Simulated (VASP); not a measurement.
A run of VASP 6.6.1 is set up as follows.

The input INCAR:

```
SYSTEM = BaTiO3
PREC     = Accurate       ! precision mode
ENCUT    = 520            ! plane-wave cutoff, eV
EDIFF    = 1E-6           ! SCF threshold, eV
ISMEAR   = -1             ! smearing method
SIGMA    = 0.05           ! smearing width, eV
LREAL    = .FALSE.        ! projectors in reciprocal space
LASPH    = .TRUE.         ! aspherical terms in the spheres
NELM     = 80             ! most SCF steps
ALGO     = Normal         ! electronic algorithm
ISIF     = 2              ! what is computed and relaxed
LWAVE    = .FALSE.        ! write WAVECAR
LCHARG   = .FALSE.        ! write CHGCAR
GGA      = PE             ! functional
NBANDS   = 28             ! bands
```

KPOINTS

```
regular mesh
0
G
  6 5 6
  0 0 0
```

File POSCAR:

```
BaTiO3
1.0
    3.7267883628     -0.4032809600      0.0223674800
   -0.2680959586      3.2740519034      3.1100811900
    0.3026585042     -2.7521250348      2.5899183700
Ba Ti O
1 1 3
Direct
    0.0036372600      0.9972694200      0.9985015400
    0.5002452300      0.5116078500      0.5101821300
    0.9983542100      0.4928168200      0.4950359800
    0.4999067000      0.5015397800      0.9945381500
    0.4978566000      0.9929861300      0.4979621900
```

Potentials or basis: VASP PAW PBE potentials, release 64 (Ba_sv, Ti_sv, O).

The run is started by

```console
$ cat potpaw_PBE.64/Ba_sv/POTCAR potpaw_PBE.64/Ti_sv/POTCAR potpaw_PBE.64/O/POTCAR > POTCAR
$ mpirun -np 1 vasp_std > vasp.out
```

Q: Predict the largest force.

A: 0.742 eV/Å.

Q: Estimate the band gap on the k mesh.

A: 0.58 eV (least direct gap 0.70 eV).

Forces in eV/Å, atoms in the order of the input:
```
Ba  -0.061  0.069  0.347
Ti  -0.163  0.559  0.259
O    0.112  0.006 -0.192
O   -0.096 -0.110  0.066
O    0.209 -0.525 -0.481
```

Caveat: spin-orbit coupling is left out, which moves the levels of the heavy elements; an odd mesh through Γ misses points on the zone boundary, where band edges can lie.
